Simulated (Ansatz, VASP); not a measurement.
**SrO3 in VASP and in Ansatz**

Contents of INCAR:

```
PREC = Accurate ; ENCUT = 520
EDIFF = 1E-7 ; ISMEAR = 0
SIGMA = 0.1 ; LREAL = F
LASPH = T ; NELM = 150
ALGO = Normal ; ISIF = 2
LWAVE = F ; LCHARG = F
ISPIN = 2 ; MAGMOM = 0 0 1 1 1 1 1 1
LORBIT = 11 ; GGA = PE
NBANDS = 42
```

Contents of KPOINTS:

```
Automatic mesh
0
Gamma
  4 4 4
```

The input POSCAR:

```
SrO3
1.0
   -3.3269602900      3.3269602900      4.7050323700
    3.3269602900     -3.3269602900      4.7050323700
    3.3269602900      3.3269602900     -4.7050323700
Sr O
2 6
Direct
    0.5000000000      0.5000000000      0.0000000000
    0.0000000000      0.0000000000      0.0000000000
    0.2687712700      0.7687712700      0.0375425400
    0.7687712700      0.7312287300      0.5000000000
    0.7500000000      0.7500000000      0.0000000000
    0.7312287300      0.2312287300      0.9624574600
    0.2312287300      0.2687712700      0.5000000000
    0.2500000000      0.2500000000      0.0000000000
```

Input for Ansatz:

```yaml
crystal:
  lattice:
    - [-3.32696029, 3.32696029, 4.70503237]
    - [3.32696029, -3.32696029, 4.70503237]
    - [3.32696029, 3.32696029, -4.70503237]
  atoms:
    - { symbol: Sr, position: [0.5, 0.5, 0.0] }
    - { symbol: Sr, position: [0.0, 0.0, 0.0] }
    - { symbol: O, position: [0.26877127, 0.76877127, 0.03754254], spin: 1.0 }
    - { symbol: O, position: [0.76877127, 0.73122873, 0.5], spin: 1.0 }
    - { symbol: O, position: [0.75, 0.75, 0.0], spin: 1.0 }
    - { symbol: O, position: [0.73122873, 0.23122873, 0.96245746], spin: 1.0 }
    - { symbol: O, position: [0.23122873, 0.26877127, 0.5], spin: 1.0 }
    - { symbol: O, position: [0.25, 0.25, 0.0], spin: 1.0 }
basis:
  ecutwfc: 420
kpoints:
  mp_grid: { grid: [4, 4, 4] }
hamiltonian:
  xc: pbe
scf:
  occupations: { method: gaussian, width: 0.1 }
  lower_state_search: "off"
output:
  forces: true
  stress: true
  eigenvalues: true
  populations: true
magnetization:
  spin_polarized: true
```

Alike in both runs: task single point; functional PBE; k mesh 4 × 4 × 4; occupations gaussian, width 0.1 eV; collinear spin.

```csv
,VASP,Ansatz
version,VASP 6.6.1,Ansatz 0.2.0
potentials or method,"VASP PAW PBE potentials, release 64 (Sr_sv, O), cutoff 520 eV","scalar-relativistic, plane waves, PAW"
valence electrons in the cell,56,56
```

VASP gave:

* gap on the k mesh at the Fermi level (eV): none
* pressure (GPa): 4.8
* traceless stress, the component that is largest in VASP (GPa): -0.30
* rms of the force components (eV/Å): 0.042
* net moment per atom (μB): 1.00
* size of the moment on the site where the two differ most (μB): 1.07

What did Ansatz give for the same quantities?

gap on the k mesh at the Fermi level (eV): none; pressure (GPa): 4.5; traceless stress, the component that is largest in VASP (GPa): -0.37; rms of the force components (eV/Å): 0.039; net moment per atom (μB): 1.00; size of the moment on the site where the two differ most (μB): 1.24.

Site moments also hang on the region over which each program counts them. Atom by atom the forces differ by 0.003 eV/Å (rms over components). A gap of «none» marks a metal or a gap that the smearing closes. With one functional, cell and mesh, what is left measures potentials, basis and numerics.
